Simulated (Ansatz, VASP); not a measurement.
# SiC: VASP beside Ansatz

The input POSCAR:

```
SiC
1.0
    3.0756941497      0.0000000000      0.0000000000
   -1.5378470748      2.6636292679      0.0000000000
    0.0000000000      0.0000000000     10.0706464800
Si C
4 4
Direct
    0.0000000000      0.0000000000      0.1878943800
    0.0000000000      0.0000000000      0.6878943800
    0.3333333333      0.6666666667      0.4378419800
    0.6666666667      0.3333333333      0.9378419800
    0.0000000000      0.0000000000      0.0004600500
    0.0000000000      0.0000000000      0.5004600500
    0.3333333333      0.6666666667      0.2498025900
    0.6666666667      0.3333333333      0.7498025900
```

File INCAR.step1:

```
SYSTEM = SiC
PREC = Accurate
ENCUT = 600
ISMEAR = -1
SIGMA = 0.05
LREAL = .False.
LASPH = .True.
NELM = 100
GGA = PE
ALGO = Normal
EDIFF = 1E-4
LWAVE = .True.
LCHARG = .False.
```

Contents of INCAR.step2:

```
SYSTEM = SiC
PREC = Accurate
ENCUT = 600
EDIFF = 1E-6
ISMEAR = -1
SIGMA = 0.05
LREAL = .False.
LASPH = .True.
NELM = 100
ALGO = Normal
ISIF = 3
LWAVE = .False.
LCHARG = .False.
METAGGA = R2SCAN
LMIXTAU = .True.
IBRION = 2
NSW = 60
EDIFFG = -0.01
ISTART = 1
```

Contents of KPOINTS:

```
regular mesh
0
Gamma
  10 10 3
  0 0 0
```

input.yaml

```yaml
crystal:
  lattice:
    - [3.0756941497, 0.0, 0.0]
    - [-1.5378470748, 2.6636292679, 0.0]
    - [0.0, 0.0, 10.07064648]
  atoms:
    - { symbol: Si, position: [0.0, 0.0, 0.18789438] }
    - { symbol: Si, position: [0.0, 0.0, 0.68789438] }
    - { symbol: Si, position: [0.3333333333, 0.6666666667, 0.43784198] }
    - { symbol: Si, position: [0.6666666667, 0.3333333333, 0.93784198] }
    - { symbol: C, position: [0.0, 0.0, 0.00046005] }
    - { symbol: C, position: [0.0, 0.0, 0.50046005] }
    - { symbol: C, position: [0.3333333333, 0.6666666667, 0.24980259] }
    - { symbol: C, position: [0.6666666667, 0.3333333333, 0.74980259] }
hamiltonian:
  xc: r2scan
  pseudopotentials: { kind: paw }
kpoints:
  mp_grid: { grid: [10, 10, 3] }
scf:
  occupations: { method: fermi_dirac, width: 0.05 }
output:
  forces: true
  stress: true
  write_density: true
  write_potential: true
  elf: true
  volumetric_format: npy
relax:
  f_tol: 0.01
  max_steps: 40
  cell: { stress_tol: 0.05 }
```

Alike in both runs: task relaxation of cell and atoms; functional r2SCAN; k mesh 10 × 10 × 3; occupations fermi-dirac, width 0.05 eV; no spin polarisation.

|  | VASP | Ansatz |
| --- | --- | --- |
| version | VASP 6.6.1 | Ansatz 0.2.0 |
| potentials or method | VASP PAW PBE potentials, release 64 (Si, C) | Ansatz PAW |
| plane-wave cutoff (eV) | 600 | 500 |
| valence electrons in the cell | 32 | 32 |

|  | VASP | Ansatz | Ansatz less VASP |
| --- | --- | --- | --- |
| gap on the k mesh at the Fermi level, each at its own relaxed structure (eV) | 2.61 | 2.60 | -0.013 |
| relaxed volume (Å³/atom) | 10.31 | 10.33 | +0.019 |
| relaxed cell length with the largest relative difference (Å) | 10.071 | 10.077 | +0.0061 |

VASP's potentials were made for PBE, not for r2SCAN.

Noted on VASP's run: the relaxation stopped at its first step, so nothing moved. Noted on Ansatz's run: odd divisions of the mesh miss points on the zone boundary, where band edges often lie, so the gap on the mesh can be too wide; the plane-wave basis is chosen anew once the cell has moved, so the energies of steps on either side of that aren't comparable.
